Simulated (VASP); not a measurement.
Here is a VASP 6.6.1 calculation.

The input INCAR:

```
PREC = Accurate
ENCUT = 520
EDIFF = 1E-8
ISMEAR = -1
SIGMA = 0.01
LREAL = Auto
LASPH = True
NELM = 150
ALGO = Normal
ISIF = 2
LWAVE = False
LCHARG = False
ISPIN = 2
MAGMOM = 0 0 0 0 0 0 0 0 0 0 0 0 0 0 0 0 1 0 0 0 0 0 0 0 0 0 0 0 0 0 0 0
LORBIT = 11
LMAXMIX = 4
GGA = PE
LEFG = True
NBANDS = 94
```

File KPOINTS:

```
regular mesh
0
Gamma
  4 4 2
```

The input POSCAR:

```
TaSi16C15
1.0
    6.1520000000      0.0000000000      0.0000000000
   -3.0760000000      5.3277882840      0.0000000000
    0.0000000000      0.0000000000     10.0960000000
Si Ta C
16 1 15
Direct
    0.1666666666      0.3333333334      0.0000000000
    0.1666666666      0.3333333334      0.5000000000
    0.1666666666      0.8333333334      0.0000000000
    0.1666666666      0.8333333334      0.5000000000
    0.6666666666      0.3333333334      0.0000000000
    0.6666666666      0.3333333334      0.5000000000
    0.6666666666      0.8333333334      0.0000000000
    0.6666666666      0.8333333334      0.5000000000
    0.3333333334      0.1666666666      0.2500000000
    0.3333333334      0.1666666666      0.7500000000
    0.3333333334      0.6666666666      0.2500000000
    0.3333333334      0.6666666666      0.7500000000
    0.8333333334      0.1666666666      0.2500000000
    0.8333333334      0.1666666666      0.7500000000
    0.8333333334      0.6666666666      0.2500000000
    0.8333333334      0.6666666666      0.7500000000
    0.1666666666      0.3333333334      0.1925000000
    0.1666666666      0.3333333334      0.6925000000
    0.1666666666      0.8333333334      0.1925000000
    0.1666666666      0.8333333334      0.6925000000
    0.6666666666      0.3333333334      0.1925000000
    0.6666666666      0.3333333334      0.6925000000
    0.6666666666      0.8333333334      0.1925000000
    0.6666666666      0.8333333334      0.6925000000
    0.3333333334      0.1666666666      0.4425000000
    0.3333333334      0.1666666666      0.9425000000
    0.3333333334      0.6666666666      0.4425000000
    0.3333333334      0.6666666666      0.9425000000
    0.8333333334      0.1666666666      0.4425000000
    0.8333333334      0.1666666666      0.9425000000
    0.8333333334      0.6666666666      0.4425000000
    0.8333333334      0.6666666666      0.9425000000
```

Potentials or basis: VASP PAW PBE potentials, release 64 (Si, Ta_pv, C).

Command:

```console
$ cat potpaw_PBE.64/Si/POTCAR potpaw_PBE.64/Ta_pv/POTCAR potpaw_PBE.64/C/POTCAR > POTCAR
$ mpirun -np 1 vasp_std > vasp.out
```

(1) Predict the site moments.

(2) Estimate the largest force.

(3) What does it give for the net moment?

Answers

(1) Si -0.01, +0.00, -0.00, +0.01, +0.03; Ta +0.66; C -0.00, +0.01, +0.04, +0.03, +0.00 μB.

(2) 17.905 eV/Å.

(3) 1.50 μB per cell.

Caveat: without QUAD_EFG the Cq values of the log hold for a quadrupole moment of 1 mb, not for the nuclei.
